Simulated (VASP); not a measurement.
# Cr (I4/mmm) in VASP: single point with PBE

Aim: the single point of Cr with PBE.

Everything below comes from runs of VASP 6.6.1. Logs are shortened: lines on timing, memory, paths and dates and some standing lists are left out, and cuts for length are marked.

## Step 1: The cell of the first run

The structure is tetragonal, space group I4/mmm (No. 139). Conventional cell: a = 2.753 Å, b = 2.753 Å, c = 2.967 Å, α = 90.00°, β = 90.00°, γ = 90.00°. Cr (site symmetry 4/mmm) has 14 Cr at 2.45 to 2.97 Å within 3.2 Å.

## Step 2: Single point, PBE

Contents of INCAR:

```
PREC = Accurate
ENCUT = 520
EDIFF = 1E-6
ISMEAR = 0
SIGMA = 0.1
LREAL = False
LASPH = True
NELM = 60
ALGO = Fast
ISIF = 2
LWAVE = False
LCHARG = True
GGA = PE
LELF = True
LVHAR = True
ISYM = 0
NBANDS = 19
```

Contents of KPOINTS:

```
Automatic mesh
0
Gamma
  9 9 23
```

Contents of POSCAR:

```
Cr
1.0
    3.8927055297      0.0000000000      0.0000000000
    0.0000000000      3.8927055297      0.0000000000
    0.0000000000      1.9463527648      1.4832592952
Cr
2
Direct
    0.5000000000      0.5000000000      0.0000000000
    0.0000000000      0.0000000000      0.0000000000
```

Potentials or basis: VASP PAW PBE potentials, release 64 (Cr_pv).

Command:

```
$ cat potpaw_PBE.64/Cr_pv/POTCAR > POTCAR
$ mpirun -np 1 vasp_std > vasp.out
```

OUTCAR:

```text
PREC = Accurate
   ENCUT = 520
   EDIFF = 1E-6
   ISMEAR = 0
   LREAL = False
   LASPH = True
   NELM = 60
   ISIF = 2
   GGA = PE
   ISYM = 0

 ion  position               nearest neighbor table
   1  0.500  0.500  0.000-   2 2.45   2 2.45   2 2.45   2 2.45   2 2.75   2 2.75   2 2.75   2 2.75

   2  0.000  0.000  0.000-   1 2.45   1 2.45   1 2.45   1 2.45   1 2.75   1 2.75   1 2.75   1 2.75

IMPORTANT INFORMATION: All symmetrisations will be switched off!
NOSYMM: (Re-)initialisation of all symmetry stuff for point group C_1.

----------------------------------------------------------------------------------------

                                     Primitive cell

  volume of cell :      22.4761

  direct lattice vectors                    reciprocal lattice vectors
     3.892705530  0.000000000  0.000000000     0.256890739  0.000000000  0.000000000
     0.000000000  3.892705530  0.000000000     0.000000000  0.256890739 -0.337095477
     0.000000000  1.946352765  1.483259295     0.000000000  0.000000000  0.674190954

  length of vectors
     3.892705530  3.892705530  2.447109973     0.256890739  0.423823327  0.674190954

  position of ions in fractional coordinates (direct lattice)
     0.500000000  0.500000000  0.000000000
     0.000000000  0.000000000  0.000000000

  ion indices of the primitive-cell ions
   primitive index   ion index
                 1           1
                 2           2

----------------------------------------------------------------------------------------

 KPOINTS: Automatic mesh

Automatic generation of k-mesh.
 Grid dimensions read from file:
 generate k-points for:    9    9   23

 Generating k-lattice:

  Cartesian coordinates                     Fractional coordinates (reciprocal lattice)
     0.028543415  0.000000000  0.000000000     0.111111111  0.000000000  0.000000000
     0.000000000  0.028543415 -0.037455053     0.000000000  0.111111111  0.000000000
     0.000000000  0.000000000  0.029312650     0.000000000  0.000000000  0.043478261

  Length of vectors
     0.028543415  0.047091481  0.029312650

  Shift w.r.t. Gamma in fractional coordinates (k-lattice)
     0.000000000  0.000000000  0.000000000

 -----------------------------------------------------------------------------
|                                                                             |
|           W    W    AA    RRRRR   N    N  II  N    N   GGGG   !!!           |
|           W    W   A  A   R    R  NN   N  II  NN   N  G    G  !!!           |
|           W    W  A    A  R    R  N N  N  II  N N  N  G       !!!           |
|           W WW W  AAAAAA  RRRRR   N  N N  II  N  N N  G  GGG   !            |
|           WW  WW  A    A  R   R   N   NN  II  N   NN  G    G                |
|           W    W  A    A  R    R  N    N  II  N    N   GGGG   !!!           |
|                                                                             |
|     Your reciprocal lattice and k-lattice belong to different lattice       |
|     classes:                                                                |
|                                                                             |
|        The reciprocal lattice is base centered orthorhombic,                |
|        whereas your k-lattice is simple monoclinic.                         |
|                                                                             |
|     Results are often still useful ...                                      |
|                                                                             |
 -----------------------------------------------------------------------------

 WARNING: IBZKPT: internal override: KBLOWUP is changed to .FALSE.
      ... skipping the blow-up phase ...

 Subroutine IBZKPT returns following result:
 ===========================================

 Found    932 irreducible k-points:

 Following reciprocal coordinates:
            Coordinates               Weight
  0.000000  0.000000  0.000000      1.000000
  0.111111  0.000000  0.000000      2.000000
  0.222222  0.000000  0.000000      2.000000
  0.333333  0.000000  0.000000      2.000000
  0.444444  0.000000  0.000000      2.000000
  0.000000  0.111111  0.000000      2.000000
[... 16 lines left out ...]
 -0.111111  0.222222  0.000000      2.000000
  0.000000  0.333333  0.000000      2.000000
 [... further k-points ...]
   k-points           NKPTS =    932   k-points in BZ     NKDIM =    932   number of bands    NBANDS=     19
   number of dos      NEDOS =    301   number of ions     NIONS =      2
   total plane-waves  NPLWV =  16200
   dimension x,y,z NGX =    30 NGY =   30 NGZ =   18
   dimension x,y,z NGXF=    60 NGYF=   60 NGZF=   36
   ions per type =               2
   NGX,Y,Z   is equivalent  to a cutoff of  12.81, 12.81, 12.23 a.u.
   NGXF,Y,Z  is equivalent  to a cutoff of  25.62, 25.62, 24.46 a.u.
 SYSTEM =  unknown system
   PREC   = accura    normal or accurate (medium, high low for compatibility)
   ISTART =      0    job   : 0-new  1-cont  2-samecut
   ICHARG =      2    charge: 1-file 2-atom 10-const
   ISPIN  =      1    spin polarized calculation?
   LNONCOLLINEAR =      F non collinear calculations
   LSORBIT =      F    spin-orbit coupling
   LASPH  =      T    aspherical Exc in radial PAW
   ENCUT  =  520.0 eV  38.22 Ry    6.18 a.u.   7.24  7.24  4.55*2*pi/ulx,y,z
   NELM   =     60;   NELMIN=  2; NELMDL= -5     # of ELM steps
   EDIFF  = 0.1E-05   stopping-criterion for ELM
   LREAL  =      F    real-space projection
   EDIFFG = 0.1E-04   stopping-criterion for IOM
   NSW    =      0    number of steps for IOM
   IBRION =     -1    ionic relax: 0-MD 1-quasi-New 2-CG
   NFREE  =      0    steps in history (QN), initial steepest desc. (CG)
   ISIF   =      2    stress and relaxation
   ISYM   =      0    0-nonsym 1-usesym 2-fastsym
   POTIM  = 0.5000    time-step for ionic-motion
   TEBEG  =    0.0;   TEEND  =   0.0 temperature during run
   PSTRESS=    0.0 pullay stress
   NELECT =      24.0000    total number of electrons
   NUPDOWN=      -1.0000    fix difference up-down
   EMIN   =  10.00;   EMAX   =-10.00  energy-range for DOS
   EFERMI =   0.00;   METHOD = LEGACY
   ISMEAR =     0;   SIGMA  =   0.10  broadening in eV -4-tet -1-fermi 0-gaus
   EFERMI_NEDOS =   21; number of points for ismear=-14 and -15
   IALGO  =     68    algorithm
   IMIX   =      4    mixing-type and parameters
     AMIX     =   0.40;   BMIX     =  1.00
     AMIX_MAG =   1.60;   BMIX_MAG =  1.00
  volume/ion in A,a.u.               =      11.24        75.84
  Fermi-wavevector in a.u.,A,eV,Ry     =   1.673292  3.162064 38.095056  2.799908
  Thomas-Fermi vector in A             =   2.758289
   LORBIT       =      0    0 simple, 1 ext, 2 COOP (PROOUT), +10 PAW based schemes
   GGA     = PE    functional components
   LHFCALC =     F    Hartree Fock is set to
   AEXX    =    0.0000 exact exchange contribution
   IVDW    =     0    specifies the selected vdW correction
   LEPSILON=     F    determine dielectric tensor
   LRPA    =     F    only Hartree local field effects (RPA)
 non-spin polarized calculation
 RMM-DIIS sequential band-by-band and
 Gauss-broadening in eV      SIGMA  =   0.10
  energy-cutoff  :      520.00
  volume of cell :       22.48
 maximum number of plane-waves:       629
 NGX is ok and might be reduce to    30
   NGX = 15   NGY = 15   NGZ =  9

 number of electron      24.0000004 magnetization

 Free energy of the ion-electron system (eV)
  ---------------------------------------------------
  ext. energy  EPLUGINS =         0.00000000
  ---------------------------------------------------
  free energy    TOTEN  =       -18.93070564 eV

  energy without entropy =      -18.92373652  energy(sigma->0) =      -18.92722108

 E-fermi :  11.3893     XC(G=0): -13.8331

 val. band max:       11.3881978005   @ k =  -0.1111   0.0000   0.2609
 cond. band min:      11.3922914997   @ k =   0.4444   0.4444   0.1304
 fundamental gap:      0.0040936991
 Fermi energy:        11.3893305649

 k-point     1 :       0.0000    0.0000    0.0000
  band No.  band energies     occupation
      1     -32.2879      2.00000
      2     -31.6722      2.00000
      3     -31.3550      2.00000
      4     -31.3246      2.00000
      5     -31.3043      2.00000
      6     -31.3023      2.00000
[... 11 lines left out ...]
     18      14.3727      0.00000
     19      18.4989      0.00000

 k-point     2 :       0.1111    0.0000    0.0000
  band No.  band energies     occupation
      1     -32.2598      2.00000
      2     -31.6620      2.00000
      3     -31.3534      2.00000
      4     -31.3356      2.00000
      5     -31.3353      2.00000
      6     -31.3038      2.00000
[... 11 lines left out ...]
     18      14.2089      0.00000
     19      18.4990      0.00000

 k-point     3 :       0.2222    0.0000    0.0000
  band No.  band energies     occupation
      1     -32.1783      2.00000
      2     -31.6323      2.00000
      3     -31.4252      2.00000
      4     -31.3660      2.00000
      5     -31.3488      2.00000
      6     -31.3084      2.00000
[... 11 lines left out ...]
     18      13.7592      0.00000
     19      18.5006      0.00000

 k-point     4 :       0.3333    0.0000    0.0000
  band No.  band energies     occupation
      1     -32.0519      2.00000
      2     -31.5867      2.00000
      3     -31.5606      2.00000
      4     -31.4129      2.00000
      5     -31.3417      2.00000
      6     -31.3153      2.00000
[... 11 lines left out ...]
     18      13.1231      0.00000
     19      18.5012      0.00000

 k-point     5 :       0.4444    0.0000    0.0000
  band No.  band energies     occupation
      1     -31.8945      2.00000
      2     -31.7239      2.00000
      3     -31.5304      2.00000
      4     -31.4700      2.00000
      5     -31.3331      2.00000
      6     -31.3239      2.00000
[... 11 lines left out ...]
     18      12.6525      0.00000
     19      18.5014      0.00000
[... 334 lines left out ...]
      2     -31.8396      2.00000
      3     -31.6394      2.00000
      4     -31.4491      2.00000
      5     -31.4171      2.00000
      6     -31.3315      2.00000
[... 11 lines left out ...]
     18      14.8719      0.00000
     19      18.5007      0.00000

 k-point    22 :      -0.2222    0.2222    0.0000
  band No.  band energies     occupation
      1     -32.1280      2.00000
      2     -31.7398      2.00000
      3     -31.7290      2.00000
      4     -31.4308      2.00000
      5     -31.4230      2.00000
      6     -31.3151      2.00000
[... 11 lines left out ...]
     18      16.0820      0.00000
     19      18.5011      0.00000

 k-point    23 :      -0.1111    0.2222    0.0000
  band No.  band energies     occupation
      1     -32.1404      2.00000
      2     -31.7993      2.00000
      3     -31.6633      2.00000
      4     -31.4387      2.00000
      5     -31.4006      2.00000
      6     -31.3210      2.00000
[... 11 lines left out ...]
     18      17.3008      0.00000
     19      18.5005      0.00000

 k-point    24 :       0.0000    0.3333    0.0000
  band No.  band energies     occupation
      1     -32.0045      2.00000
      2     -31.9846      2.00000
      3     -31.8957      2.00000
      4     -31.4907      2.00000
      5     -31.4406      2.00000
      6     -31.3546      2.00000
[... 11 lines left out ...]
     18      20.0220      0.00000
     19      20.4706      0.00000

 [... further k-points ...]
[... 5 lines left out ...]
  --------------------------------------------------------------------------------------
  -------------------------------------------------------------------------------------
  Total        2.2753830      2.2639684     -1.3356916      0.0000667      0.0069766      0.0000439
  in kB      162.1977789    161.3841033    -95.2130749      0.0047521      0.4973185      0.0031316
  external PRESSURE =      76.1229358 kB  Pullay stress =       0.0000000 kB

 VOLUME and BASIS-vectors are now :
 -----------------------------------------------------------------------------
  energy-cutoff  :      520.00
  volume of cell :       22.48
      direct lattice vectors                 reciprocal lattice vectors
     3.892705530  0.000000000  0.000000000     0.256890739  0.000000000  0.000000000
     0.000000000  3.892705530  0.000000000     0.000000000  0.256890739 -0.337095477
     0.000000000  1.946352765  1.483259295     0.000000000  0.000000000  0.674190954

 POSITION                                       TOTAL-FORCE (eV/Angst)
 -----------------------------------------------------------------------------------
      1.94635      1.94635      0.00000        -0.000001     -0.000001      0.000004
      0.00000      0.00000      0.00000         0.000001      0.000001     -0.000004
 -----------------------------------------------------------------------------------
    total drift:                               -0.000008      0.000000      0.000003

  FREE ENERGIE OF THE ION-ELECTRON SYSTEM (eV)
  ---------------------------------------------------
  free  energy   TOTEN  =       -18.9307056426 eV

  energy  without entropy=      -18.9237365240  energy(sigma->0) =      -18.92722108
```

Run time: 5.5 min. Hardware: 1 thread of Intel Xeon Platinum 8488C (Sapphire Rapids), shared host; peak memory 0.41 GiB.

Results:

```
Free energy            : -18.9307 eV
Pressure               : 7.6 GPa
Band gap on the k mesh : zero (bands 12 and 13 overlap by 2.38 eV)
```

Caveat: the stress differs along the axes, from -10 to 16 GPa; the run has no spin polarisation, though such a crystal can be magnetic. Spin polarisation is off, so any magnetic state and its effect on volume and gap are missing.
